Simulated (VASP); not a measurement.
# CuO (Cccm) in VASP: single point with PBE+U

Aim: the single point of CuO with PBE+U.

Program: VASP 6.6.1. These are calculated values, not measurements. Logs are shortened: lines on timing, memory, paths and dates and some standing lists are left out, and cuts for length are marked.

**1. The cell of the first run**

The structure is orthorhombic, space group Cccm (No. 66). Conventional cell: a = 4.178 Å, b = 4.204 Å, c = 5.174 Å, α = 90.00°, β = 90.00°, γ = 90.00°. Within 2.6 Å of Cu (site symmetry 2/m) lie 4 O at 1.97 Å. O (site symmetry 222) has 4 Cu at 1.97 Å and 2 O at 2.59 Å within 2.6 Å.

**2. Single point, PBE+U**

Contents of INCAR:

```
SYSTEM = CuO
PREC = Accurate ; ENCUT = 520
EDIFF = 1E-6 ; ISMEAR = 0
SIGMA = 0.1 ; LREAL = .FALSE.
LASPH = .TRUE. ; NELM = 150
ALGO = Normal ; ISIF = 2
LWAVE = .FALSE. ; LCHARG = .FALSE.
LMAXMIX = 4 ; LDAU = .TRUE.
LDAUTYPE = 2 ; LDAUL = 2 -1
LDAUU = 4 0 ; LDAUJ = 0 0
LDAUPRINT = 1 ; GGA = PE
NBANDS = 25
```

Contents of KPOINTS:

```
Automatic mesh
0
G
  14 14 8
  0 0 0
```

Contents of POSCAR:

```
CuO
1.0
    2.0891997873     -2.1017674000      0.0000000000
    2.0891997873      2.1017674000      0.0000000000
    0.0000000000      0.0000000000      5.1736067724
Cu O
2 2
Direct
    0.0000000000      0.5000000000      0.0000000000
    0.5000000000      0.0000000000      0.5000000000
    0.5000000000      0.5000000000      0.2500000000
    0.5000000000      0.5000000000      0.7500000000
```

Potentials or basis: VASP PAW PBE potentials, release 64 (Cu, O).

Run with:

```bash
cat potpaw_PBE.64/Cu/POTCAR potpaw_PBE.64/O/POTCAR > POTCAR
mpirun -np 1 vasp_std > vasp.out
```

OUTCAR:

```text
SYSTEM = CuO
   PREC = Accurate
   ENCUT = 520
   EDIFF = 1E-6
   ISMEAR = 0
   LREAL = .FALSE.
   LASPH = .TRUE.
   NELM = 150
   ISIF = 2
   GGA = PE

 ion  position               nearest neighbor table
   1  0.000  0.500  0.000-   3 1.97   4 1.97   3 1.97   4 1.97
   2  0.500  0.000  0.500-   3 1.97   4 1.97   3 1.97   4 1.97
   3  0.500  0.500  0.250-   1 1.97   2 1.97   2 1.97   1 1.97
   4  0.500  0.500  0.750-   1 1.97   2 1.97   2 1.97   1 1.97

  LATTYP: Found a base centered orthorhombic cell.
 ALAT       =     4.1783995746
 B/A-ratio  =     1.0060155150
 C/A-ratio  =     1.2381790396

  Lattice vectors:

 A1 = (   2.0891997873,  -2.1017674000,   0.0000000000)
 A2 = (   2.0891997873,   2.1017674000,   0.0000000000)
 A3 = (   0.0000000000,   0.0000000000,   5.1736067724)

Analysis of symmetry for initial positions (statically):
=====================================================================
 Subroutine PRICEL returns:
 Original cell was already a primitive cell.

 Routine SETGRP: Setting up the symmetry group for a
 base centered orthorhombic supercell.

 Subroutine GETGRP returns: Found  8 space group operations
 (whereof  4 operations were pure point group operations)
 out of a pool of  8 trial point group operations.

The static configuration has the point symmetry C_2h.
 The point group associated with its full space group is D_2h.

Analysis of symmetry for dynamics (positions and initial velocities):
=====================================================================
 Subroutine PRICEL returns:
 Original cell was already a primitive cell.

 Routine SETGRP: Setting up the symmetry group for a
 base centered orthorhombic supercell.

 Subroutine GETGRP returns: Found  8 space group operations
 (whereof  4 operations were pure point group operations)
 out of a pool of  8 trial point group operations.

The dynamic configuration has the point symmetry C_2h.
 The point group associated with its full space group is D_2h.

 Subroutine INISYM returns: Found  8 space group operations
 (whereof  4 operations are pure point group operations),
 and found     1 'primitive' translations

----------------------------------------------------------------------------------------

                                     Primitive cell

  volume of cell :      45.4347

  direct lattice vectors                    reciprocal lattice vectors
     2.089199787 -2.101767400  0.000000000     0.239326082 -0.237895021  0.000000000
     2.089199787  2.101767400  0.000000000     0.239326082  0.237895021  0.000000000
     0.000000000  0.000000000  5.173606772     0.000000000  0.000000000  0.193288753

  length of vectors
     2.963474642  2.963474642  5.173606772     0.337447795  0.337447795  0.193288753

  position of ions in fractional coordinates (direct lattice)
     0.000000000  0.500000000  0.000000000
     0.500000000  0.000000000  0.500000000
     0.500000000  0.500000000  0.250000000
     0.500000000  0.500000000  0.750000000

  ion indices of the primitive-cell ions
   primitive index   ion index
                 1           1
                 2           2
                 3           3
[... 95 lines left out ...]
  Fermi-wavevector in a.u.,A,eV,Ry     =   1.486295  2.808691 30.056275  2.209074
  Thomas-Fermi vector in A             =   2.599600
   LORBIT       =      0    0 simple, 1 ext, 2 COOP (PROOUT), +10 PAW based schemes
 LDA+U is selected, type is set to LDAUTYPE =  2
   angular momentum for each species LDAUL =     2   -1
   U (eV)           for each species LDAUU =   4.0  0.0
   J (eV)           for each species LDAUJ =   0.0  0.0
   GGA     = PE    functional components
   LHFCALC =     F    Hartree Fock is set to
   AEXX    =    0.0000 exact exchange contribution
   IVDW    =     0    specifies the selected vdW correction
   LEPSILON=     F    determine dielectric tensor
   LRPA    =     F    only Hartree local field effects (RPA)
 non-spin polarized calculation
 Gauss-broadening in eV      SIGMA  =   0.10
  energy-cutoff  :      520.00
  volume of cell :       45.43
 maximum number of plane-waves:      1242
 NGX is ok and might be reduce to    24
   NGX = 11   NGY = 11   NGZ = 19

atom =   1  type =  1  l = 2

 onsite density matrix

spin component  1

  0.9440  0.0000  0.0144  0.0000 -0.0000
  0.0000  0.8761  0.0000  0.0859  0.0000
  0.0144  0.0000  0.9675  0.0000  0.0000
  0.0000  0.0859  0.0000  0.8771  0.0000
 -0.0000  0.0000  0.0000  0.0000  0.9627

spin component  2

  0.9440  0.0000  0.0144  0.0000 -0.0000
  0.0000  0.8761  0.0000  0.0859  0.0000
  0.0144  0.0000  0.9675  0.0000  0.0000
  0.0000  0.0859  0.0000  0.8771  0.0000
 -0.0000  0.0000  0.0000  0.0000  0.9627

 occupancies and eigenvectors

  o =  0.7906  v = -0.0000 -0.7091  0.0000  0.7051 -0.0000  0.0000  0.0000  0.0000  0.0000  0.0000      0.0000  0.0000  0.0000  0.0000  0.0000  0.0000  0.0000  0.0000  0.0000  0.0000
  o =  0.7906  v =  0.0000  0.0000  0.0000  0.0000  0.0000 -0.0000 -0.7091  0.0000  0.7051 -0.0000      0.0000  0.0000  0.0000  0.0000  0.0000  0.0000  0.0000  0.0000  0.0000  0.0000
  o =  0.9372  v =  0.9034  0.0000 -0.4289  0.0000  0.0015  0.0000  0.0000  0.0000  0.0000  0.0000      0.0000  0.0000  0.0000  0.0000  0.0000  0.0000  0.0000  0.0000  0.0000  0.0000
  o =  0.9372  v =  0.0000  0.0000  0.0000  0.0000  0.0000  0.9034  0.0000 -0.4289  0.0000  0.0015      0.0000  0.0000  0.0000  0.0000  0.0000  0.0000  0.0000  0.0000  0.0000  0.0000
  o =  0.9625  v = -0.0000  0.7051 -0.0000  0.7091  0.0000  0.0000  0.0000  0.0000  0.0000  0.0000      0.0000  0.0000  0.0000  0.0000  0.0000  0.0000  0.0000  0.0000  0.0000  0.0000
  o =  0.9625  v =  0.0000  0.0000  0.0000  0.0000  0.0000 -0.0000  0.7051 -0.0000  0.7091  0.0000      0.0000  0.0000  0.0000  0.0000  0.0000  0.0000  0.0000  0.0000  0.0000  0.0000
  o =  0.9627  v =  0.0000  0.0000  0.0000  0.0000  0.0000  0.0019  0.0000  0.0004  0.0000 -1.0000      0.0000  0.0000  0.0000  0.0000  0.0000  0.0000  0.0000  0.0000  0.0000  0.0000
  o =  0.9627  v =  0.0019  0.0000  0.0004  0.0000 -1.0000  0.0000  0.0000  0.0000  0.0000  0.0000      0.0000  0.0000  0.0000  0.0000  0.0000  0.0000  0.0000  0.0000  0.0000  0.0000
  o =  0.9743  v =  0.0000  0.0000  0.0000  0.0000  0.0000 -0.4289 -0.0000 -0.9034 -0.0000 -0.0012      0.0000  0.0000  0.0000  0.0000  0.0000  0.0000  0.0000  0.0000  0.0000  0.0000
  o =  0.9743  v = -0.4289 -0.0000 -0.9034 -0.0000 -0.0012  0.0000  0.0000  0.0000  0.0000  0.0000      0.0000  0.0000  0.0000  0.0000  0.0000  0.0000  0.0000  0.0000  0.0000  0.0000

atom =   2  type =  1  l = 2

 onsite density matrix

spin component  1

  0.9440  0.0000 -0.0144  0.0000  0.0000
  0.0000  0.8761  0.0000 -0.0859  0.0000
 -0.0144  0.0000  0.9675  0.0000  0.0000
  0.0000 -0.0859  0.0000  0.8771  0.0000
  0.0000  0.0000  0.0000  0.0000  0.9627

spin component  2

  0.9440  0.0000 -0.0144  0.0000  0.0000
  0.0000  0.8761  0.0000 -0.0859  0.0000
 -0.0144  0.0000  0.9675  0.0000  0.0000
  0.0000 -0.0859  0.0000  0.8771  0.0000
  0.0000  0.0000  0.0000  0.0000  0.9627

 occupancies and eigenvectors

  o =  0.7906  v =  0.0000  0.7091  0.0000  0.7051 -0.0000  0.0000  0.0000  0.0000  0.0000  0.0000      0.0000  0.0000  0.0000  0.0000  0.0000  0.0000  0.0000  0.0000  0.0000  0.0000
  o =  0.7906  v =  0.0000  0.0000  0.0000  0.0000  0.0000  0.0000  0.7091  0.0000  0.7051 -0.0000      0.0000  0.0000  0.0000  0.0000  0.0000  0.0000  0.0000  0.0000  0.0000  0.0000
  o =  0.9372  v =  0.9034  0.0000  0.4289 -0.0000 -0.0015  0.0000  0.0000  0.0000  0.0000  0.0000      0.0000  0.0000  0.0000  0.0000  0.0000  0.0000  0.0000  0.0000  0.0000  0.0000
  o =  0.9372  v =  0.0000  0.0000  0.0000  0.0000  0.0000  0.9034  0.0000  0.4289 -0.0000 -0.0015      0.0000  0.0000  0.0000  0.0000  0.0000  0.0000  0.0000  0.0000  0.0000  0.0000
  o =  0.9625  v =  0.0000 -0.7051 -0.0000  0.7091  0.0000  0.0000  0.0000  0.0000  0.0000  0.0000      0.0000  0.0000  0.0000  0.0000  0.0000  0.0000  0.0000  0.0000  0.0000  0.0000
  o =  0.9625  v =  0.0000  0.0000  0.0000  0.0000  0.0000  0.0000 -0.7051 -0.0000  0.7091  0.0000      0.0000  0.0000  0.0000  0.0000  0.0000  0.0000  0.0000  0.0000  0.0000  0.0000
  o =  0.9627  v =  0.0000  0.0000  0.0000  0.0000  0.0000 -0.0019 -0.0000  0.0004  0.0000 -1.0000      0.0000  0.0000  0.0000  0.0000  0.0000  0.0000  0.0000  0.0000  0.0000  0.0000
  o =  0.9627  v = -0.0019 -0.0000  0.0004  0.0000 -1.0000  0.0000  0.0000  0.0000  0.0000  0.0000      0.0000  0.0000  0.0000  0.0000  0.0000  0.0000  0.0000  0.0000  0.0000  0.0000
  o =  0.9743  v =  0.0000  0.0000  0.0000  0.0000  0.0000 -0.4289 -0.0000  0.9034  0.0000  0.0012      0.0000  0.0000  0.0000  0.0000  0.0000  0.0000  0.0000  0.0000  0.0000  0.0000
  o =  0.9743  v = -0.4289 -0.0000  0.9034  0.0000  0.0012  0.0000  0.0000  0.0000  0.0000  0.0000      0.0000  0.0000  0.0000  0.0000  0.0000  0.0000  0.0000  0.0000  0.0000  0.0000

 number of electron      34.0000026 magnetization

 Free energy of the ion-electron system (eV)
  ---------------------------------------------------
  ext. energy  EPLUGINS =         0.00000000
  ---------------------------------------------------
  free energy    TOTEN  =       -16.97116424 eV

  energy without entropy =      -16.95932007  energy(sigma->0) =      -16.96524215

 E-fermi :   4.2502     XC(G=0): -11.1133

 val. band max:        4.2476013781   @ k =  -0.2857   0.1429   0.5000
 cond. band min:       4.2530252797   @ k =   0.2143   0.0714   0.1250
 fundamental gap:      0.0054239016
 Fermi energy:         4.2501539066

 k-point     1 :       0.0000    0.0000    0.0000
  band No.  band energies     occupation
      1     -15.1106      2.00000
      2     -13.8434      2.00000
      3      -3.5634      2.00000
      4      -1.1173      2.00000
      5      -1.1055      2.00000
      6       0.0677      2.00000
[... 661 lines left out ...]
     24      17.2526      0.00000
     25      19.1870      0.00000

 [... further k-points ...]
[... 5 lines left out ...]
  --------------------------------------------------------------------------------------
  -------------------------------------------------------------------------------------
  Total       -0.8304735     -0.8525069     -1.0195935     -0.0000000      0.0000000      0.0000000
  in kB      -29.2852093    -30.0621789    -35.9541969     -0.0000000      0.0000000      0.0000000
  external PRESSURE =     -31.7671950 kB  Pullay stress =       0.0000000 kB

 VOLUME and BASIS-vectors are now :
 -----------------------------------------------------------------------------
  energy-cutoff  :      520.00
  volume of cell :       45.43
      direct lattice vectors                 reciprocal lattice vectors
     2.089199787 -2.101767400  0.000000000     0.239326082 -0.237895021  0.000000000
     2.089199787  2.101767400  0.000000000     0.239326082  0.237895021  0.000000000
     0.000000000  0.000000000  5.173606772     0.000000000  0.000000000  0.193288753

 POSITION                                       TOTAL-FORCE (eV/Angst)
 -----------------------------------------------------------------------------------
      1.04460      1.05088      0.00000         0.000000      0.000000      0.000000
      1.04460     -1.05088      2.58680        -0.000000      0.000000      0.000000
      2.08920      0.00000      1.29340         0.000000     -0.000000      0.000000
      2.08920      0.00000      3.88021         0.000000     -0.000000     -0.000000
 -----------------------------------------------------------------------------------
    total drift:                                0.000000     -0.000000     -0.000000

  FREE ENERGIE OF THE ION-ELECTRON SYSTEM (eV)
  ---------------------------------------------------
  free  energy   TOTEN  =       -16.9711642403 eV

  energy  without entropy=      -16.9593200690  energy(sigma->0) =      -16.96524215
```

Run time: 3.2 min. Hardware: 1 thread of Intel Xeon Platinum 8259CL at 2.50GHz (Skylake/Cascade Lake), shared host; peak memory 0.37 GiB.

What came out:

```
Free energy            : -16.9712 eV
Pressure               : -3.2 GPa
Band gap on the k mesh : zero (band 17 reaches 4.89 eV, above the bottom of band 18 at 3.70 eV)
```

Stress tensor (GPa, compression positive):
```
-2.93  0.00  0.00
 0.00 -3.01  0.00
 0.00  0.00 -3.60
```

Levels at points of the mesh, in eV from the Fermi level:
| k point | band 15 | band 16 | band 17 | band 18 | band 19 | band 20 |
| --- | --- | --- | --- | --- | --- | --- |
| (0.00, 0.00, 0.00) | -2.47 | -2.10 | 0.64 | 0.66 | 1.49 | 6.44 |
| (0.50, 0.00, 0.00) | -2.13 | -1.75 | 0.26 | 0.51 | 4.20 | 6.00 |
| (0.50, 0.50, 0.00) | -1.76 | -1.70 | -1.69 | 1.15 | 2.64 | 7.66 |
| (0.00, 0.00, 0.50) | -1.85 | -1.85 | 0.15 | 0.15 | 3.58 | 3.58 |
| (0.50, 0.00, 0.50) | -2.55 | -2.40 | -0.28 | 0.63 | 4.73 | 6.03 |
| (0.50, 0.50, 0.50) | -1.95 | -1.95 | -0.53 | -0.53 | 4.41 | 4.41 |

Eigenvalues of the final occupation matrices:
| site | spin | trace | eigenvalues |
| --- | --- | --- | --- |
| site 1 d | 1 | 4.63 | 0.79 0.94 0.96 0.96 0.97 |
| site 1 d | 2 | 4.63 | 0.79 0.94 0.96 0.96 0.97 |
| site 2 d | 1 | 4.63 | 0.79 0.94 0.96 0.96 0.97 |
| site 2 d | 2 | 4.63 | 0.79 0.94 0.96 0.96 0.97 |

Caveat: U without spin polarisation on a metal has little footing.
